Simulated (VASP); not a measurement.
# Ge3Pd (P4mm) in VASP: further runs, part 2 of 3

VASP 6.6.1. Earlier steps stand in the parts before.

## (3) Single point, PBE

This run uses another cell than the first one, of 18.63 Å³/atom.

Contents of INCAR:

```
SYSTEM = Ge3Pd
PREC = Accurate ; ENCUT = 520
EDIFF = 1E-6 ; ISMEAR = 0
SIGMA = 0.1 ; LREAL = .False.
LASPH = .True. ; NELM = 80
ALGO = Normal ; ISIF = 2
LWAVE = .False. ; LCHARG = .False.
GGA = PE ; NBANDS = 34
```

Contents of KPOINTS:

```
regular mesh
0
Gamma
  6 6 4
  0 0 0
```

Contents of POSCAR:

```
Ge3Pd
1.0
    3.8220376155      0.0000000000      0.0000000000
    0.0000000000      3.8220376155      0.0000000000
    0.0000000000      0.0000000000      5.1020246700
Ge Pd
3 1
Direct
    0.5000000000      0.0000000000      0.1273426319
    0.0000000000      0.5000000000      0.1273426319
    0.0000000000      0.0000000000      0.6399472385
    0.5000000000      0.5000000000      0.5106581677
```

Potentials or basis: VASP PAW PBE potentials, release 64 (Ge_d, Pd).

On the command line:

```bash
cat potpaw_PBE.64/Ge_d/POTCAR potpaw_PBE.64/Pd/POTCAR > POTCAR
mpirun -np 1 vasp_std > vasp.out
```

OUTCAR:

```text
SYSTEM = Ge3Pd
   PREC = Accurate
   ENCUT = 520
   EDIFF = 1E-6
   ISMEAR = 0
   LREAL = .False.
   LASPH = .True.
   NELM = 80
   ISIF = 2
   GGA = PE

 ion  position               nearest neighbor table
   1  0.500  0.000  0.127-   2 2.70   2 2.70   2 2.70   2 2.70   4 2.73   4 2.73
   2  0.000  0.500  0.127-   1 2.70   1 2.70   1 2.70   1 2.70   4 2.73   4 2.73
   3  0.000  0.000  0.640-   4 2.78   4 2.78   4 2.78   4 2.78
   4  0.500  0.500  0.511-   1 2.73   2 2.73   1 2.73   2 2.73   3 2.78   3 2.78   3 2.78   3 2.78

  LATTYP: Found a simple tetragonal cell.
 ALAT       =     3.8220376155
 C/A-ratio  =     1.3348965089

  Lattice vectors:

 A1 = (   3.8220376155,   0.0000000000,   0.0000000000)
 A2 = (   0.0000000000,   3.8220376155,   0.0000000000)
 A3 = (   0.0000000000,   0.0000000000,   5.1020246700)

Analysis of symmetry for initial positions (statically):
=====================================================================
 Subroutine PRICEL returns:
 Original cell was already a primitive cell.

 Routine SETGRP: Setting up the symmetry group for a
 simple tetragonal supercell.

 Subroutine GETGRP returns: Found  8 space group operations
 (whereof  8 operations were pure point group operations)
 out of a pool of 16 trial point group operations.

The static configuration has the point symmetry C_4v.

Analysis of symmetry for dynamics (positions and initial velocities):
=====================================================================
 Subroutine PRICEL returns:
 Original cell was already a primitive cell.

 Routine SETGRP: Setting up the symmetry group for a
 simple tetragonal supercell.

 Subroutine GETGRP returns: Found  8 space group operations
 (whereof  8 operations were pure point group operations)
 out of a pool of 16 trial point group operations.

The dynamic configuration has the point symmetry C_4v.

 Subroutine INISYM returns: Found  8 space group operations
 (whereof  8 operations are pure point group operations),
[... 119 lines left out ...]
     AMIX     =   0.40;   BMIX     =  1.00
     AMIX_MAG =   1.60;   BMIX_MAG =  1.00
  volume/ion in A,a.u.               =      18.63       125.74
  Fermi-wavevector in a.u.,A,eV,Ry     =   1.451995  2.743873 28.685020  2.108289
  Thomas-Fermi vector in A             =   2.569428
   LORBIT       =      0    0 simple, 1 ext, 2 COOP (PROOUT), +10 PAW based schemes
   GGA     = PE    functional components
   LHFCALC =     F    Hartree Fock is set to
   AEXX    =    0.0000 exact exchange contribution
   IVDW    =     0    specifies the selected vdW correction
   LEPSILON=     F    determine dielectric tensor
   LRPA    =     F    only Hartree local field effects (RPA)
 non-spin polarized calculation
 Gauss-broadening in eV      SIGMA  =   0.10
  energy-cutoff  :      520.00
  volume of cell :       74.53
 maximum number of plane-waves:      2028
   NGX = 15   NGY = 15   NGZ = 19

 number of electron      51.9999995 magnetization

 Free energy of the ion-electron system (eV)
  ---------------------------------------------------
  ext. energy  EPLUGINS =         0.00000000
  ---------------------------------------------------
  free energy    TOTEN  =       -18.44103601 eV

  energy without entropy =      -18.43401448  energy(sigma->0) =      -18.43752525

 E-fermi :   6.9566     XC(G=0): -11.3936

 val. band max:        6.8915296780   @ k =   0.0000   0.0000   0.5000
 cond. band min:       7.0052271954   @ k =   0.3333   0.1667   0.5000
 fundamental gap:      0.1136975174
 Fermi energy:         6.9565986325

 k-point     1 :       0.0000    0.0000    0.0000
  band No.  band energies     occupation
      1     -17.8390      2.00000
      2     -17.7671      2.00000
      3     -17.7536      2.00000
      4     -17.7476      2.00000
      5     -17.7476      2.00000
      6     -17.7225      2.00000
[... 877 lines left out ...]
     33      13.8781      0.00000
     34      14.1511      0.00000

 [... further k-points ...]

------------------------ aborting loop because EDIFF is reached ----------------------------------------

  FORCE on cell =-STRESS in cart. coord.  units (eV):
  Direction    XX          YY          ZZ          XY          YZ          ZX
  --------------------------------------------------------------------------------------
  -------------------------------------------------------------------------------------
  Total        0.1170577      0.1170577      0.0326626      0.0000000      0.0000000     -0.0000000
  in kB        2.5163918      2.5163918      0.7021479      0.0000000      0.0000000     -0.0000000
  external PRESSURE =       1.9116438 kB  Pullay stress =       0.0000000 kB

 VOLUME and BASIS-vectors are now :
 -----------------------------------------------------------------------------
  energy-cutoff  :      520.00
  volume of cell :       74.53
      direct lattice vectors                 reciprocal lattice vectors
     3.822037616  0.000000000  0.000000000     0.261640544  0.000000000  0.000000000
     0.000000000  3.822037616  0.000000000     0.000000000  0.261640544  0.000000000
     0.000000000  0.000000000  5.102024670     0.000000000  0.000000000  0.196000620

 POSITION                                       TOTAL-FORCE (eV/Angst)
 -----------------------------------------------------------------------------------
      1.91102      0.00000      0.64971        -0.000000     -0.000000     -0.033125
      0.00000      1.91102      0.64971         0.000000     -0.000000     -0.033125
      0.00000      0.00000      3.26503         0.000000     -0.000000      0.038343
      1.91102      1.91102      2.60539        -0.000000      0.000000      0.027908
 -----------------------------------------------------------------------------------
    total drift:                                0.000000      0.000000     -0.001857

  FREE ENERGIE OF THE ION-ELECTRON SYSTEM (eV)
  ---------------------------------------------------
  free  energy   TOTEN  =       -18.4410360138 eV

  energy  without entropy=      -18.4340144786  energy(sigma->0) =      -18.43752525
```

stdout:

```text
POSCAR found type information on POSCAR GePd
 POSCAR found :  2 types and       4 ions
 scaLAPACK will be used
 LDA part: xc-table for (Slater+PW92), standard interpolation
 POSCAR, INCAR and KPOINTS ok, starting setup
 FFT: planning ... GRIDC
 FFT: planning ... GRID_SOFT
 FFT: planning ... GRID
 WAVECAR not read
 entering main loop
```

Wall time 28 s (1 thread of Intel Xeon 6975P-C (Granite Rapids), shared host); peak memory 0.21 GiB.

What came out:

| Item | Value |
| --- | --- |
| Free energy | -18.4410 eV |
| Pressure | 0.2 GPa |
| Largest force | 0.038 eV/Å |
| Band gap on the k mesh | zero (bands 26 and 27 overlap by 2.49 eV) |

Forces on the atoms (eV/Å):
```
Ge   0.000  0.000 -0.033
Ge   0.000  0.000 -0.033
Ge   0.000  0.000  0.038
Pd   0.000  0.000  0.028
```

Stress tensor (GPa, compression positive):
```
0.25 0.00 0.00
0.00 0.25 0.00
0.00 0.00 0.07
```

## (4) Single point, PBE, collinear spin

This run uses another cell than the first one, of 18.63 Å³/atom.

Contents of INCAR:

```
SYSTEM = Ge3Pd
PREC = Accurate
ENCUT = 520
EDIFF = 1E-6
ISMEAR = 0
SIGMA = 0.1
LREAL = .False.
LASPH = .True.
NELM = 150
ALGO = Normal
ISIF = 2
LWAVE = .False.
LCHARG = .False.
ISPIN = 2
MAGMOM = 0 0 0 1
LORBIT = 11
LMAXMIX = 4
GGA = PE
NBANDS = 38
```

Contents of KPOINTS:

```
Automatic mesh
0
Gamma
  4 4 4
  0 0 0
```

POSCAR is that of step 3.

On the command line:

```bash
cat potpaw_PBE.64/Ge_d/POTCAR potpaw_PBE.64/Pd/POTCAR > POTCAR
mpirun -np 1 vasp_std > vasp.out
```

It took 38 s on 1 thread of Intel Xeon 6975P-C (Granite Rapids), shared host; peak memory 0.23 GiB.

Results (log left out):

```yaml
Free_energy: -18.3531 eV
Pressure: 0.3 GPa
Largest_force: 0.157 eV/Å
Band_gap_on_the_k_mesh: zero (filled and empty bands overlap)
Net_moment: 0.00 μB per cell
Valence_electrons_inside_the_program's_atomic_spheres: Ge 12.24, 12.14 (each value once); Pd 9.40
```

Forces on the atoms (eV/Å):
```
Ge   0.000  0.000  0.068
Ge   0.000  0.000  0.068
Ge   0.000  0.000  0.022
Pd   0.000  0.000 -0.157
```

Stress tensor (GPa, compression positive):
```
 0.66  0.00  0.00
 0.00  0.66  0.00
 0.00  0.00 -0.42
```

Levels at points of the mesh, in eV from the Fermi level:
Spin up:
```tsv
k point	band 23	band 24	band 25	band 26	band 27	band 28	band 29	band 30
(0.00, 0.00, 0.00)	-2.11	-1.95	-1.95	-1.85	2.30	2.76	2.76	3.71
(0.50, 0.00, 0.00)	-2.38	-1.60	-0.77	-0.75	0.98	1.09	1.75	2.88
(0.50, 0.50, 0.00)	-2.36	-2.07	-1.99	-0.72	-0.72	0.58	1.81	1.81
(0.00, 0.00, 0.50)	-2.47	-0.75	-0.75	-0.12	0.96	0.96	1.64	3.89
(0.50, 0.00, 0.50)	-2.71	-2.23	0.85	0.89	1.80	1.85	2.41	3.73
(0.50, 0.50, 0.50)	-2.39	-2.38	-2.38	-2.36	-1.32	0.38	3.87	5.33
```
Spin down:
```
           k point  band 23  band 24  band 25  band 26  band 27  band 28  band 29  band 30
(0.00, 0.00, 0.00)    -2.11    -1.95    -1.95    -1.85     2.30     2.76     2.76     3.71
(0.50, 0.00, 0.00)    -2.38    -1.60    -0.77    -0.75     0.98     1.09     1.75     2.88
(0.50, 0.50, 0.00)    -2.36    -2.07    -1.99    -0.72    -0.72     0.58     1.81     1.81
(0.00, 0.00, 0.50)    -2.47    -0.75    -0.75    -0.12     0.96     0.96     1.64     3.89
(0.50, 0.00, 0.50)    -2.71    -2.23     0.85     0.89     1.80     1.85     2.41     3.73
(0.50, 0.50, 0.50)    -2.39    -2.38    -2.38    -2.36    -1.32     0.38     3.87     5.33
```

Caveat: the k points lie up to 0.41 Å⁻¹ apart, too coarse for converged energies and pressures of a metal.

(Part 2 of 3 ends here.)

The gap in the log of VASP goes by the Fermi energy; the results here count the filled bands.